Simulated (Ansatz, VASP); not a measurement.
# One calculation of W, two programs

Contents of INCAR:

```
SYSTEM = W
ALGO = Normal ; EDIFF = 1E-7
EDIFFG = -0.005 ; ENCUT = 600
IBRION = 2 ; ISIF = 3
ISMEAR = -1 ; LASPH = .TRUE.
LCHARG = .FALSE. ; LREAL = .FALSE.
LWAVE = .FALSE. ; NELM = 80
NSW = 45 ; PREC = Accurate
SIGMA = 0.05
```

The input KPOINTS:

```
k-points
0
G
  18 18 18
  0 0 0
```

POSCAR

```
W
1.0
   -1.5679129444      1.5679129444      1.5679129444
    1.5679129444     -1.5679129444      1.5679129444
    1.5679129444      1.5679129444     -1.5679129444
W
1
Direct
    0.0000000000      0.0000000000      0.0000000000
```

Input for Ansatz:

```yaml
crystal:
  lattice:
    - [-1.5679129444, 1.5679129444, 1.5679129444]
    - [1.5679129444, -1.5679129444, 1.5679129444]
    - [1.5679129444, 1.5679129444, -1.5679129444]
  atoms:
    - { symbol: W, position: [0.0, 0.0, 0.0] }
kpoints:
  mp_grid: { grid: [18, 18, 18] }
scf:
  occupations: { method: fermi_dirac, width: 0.05 }
hamiltonian:
  xc: lda
  pseudopotentials: { kind: all_electron, lapw: { basis_error: 0.0005 } }
output:
  forces: true
  stress: true
  eigenvalues: true
  populations: true
relax:
  f_tol: 0.005
  max_steps: 25
  cell: {}
```

Alike in both runs: task relaxation of cell and atoms; functional LDA; k mesh 18 × 18 × 18; occupations fermi-dirac, width 0.05 eV; no spin polarisation.

|  | VASP | Ansatz |
| --- | --- | --- |
| version | VASP 6.6.1 | Ansatz 0.2.0 |
| potentials or method | VASP PAW LDA potentials, release 64 (W_sv), cutoff 600 eV | all-electron LAPW, scalar-relativistic |

|  | VASP | Ansatz | Ansatz less VASP |
| --- | --- | --- | --- |
| relaxed volume (Å³/atom) | 15.51 | 15.42 | -0.090 |
| relaxed cell length with the largest relative difference (Å) | 2.721 | 2.716 | -0.0053 |

LDA's correlation is that of Perdew and Zunger in VASP and of Perdew and Wang (1992) in Ansatz. Ansatz ran all-electron here, and VASP with PAW potentials.

Spin-orbit coupling is off throughout.
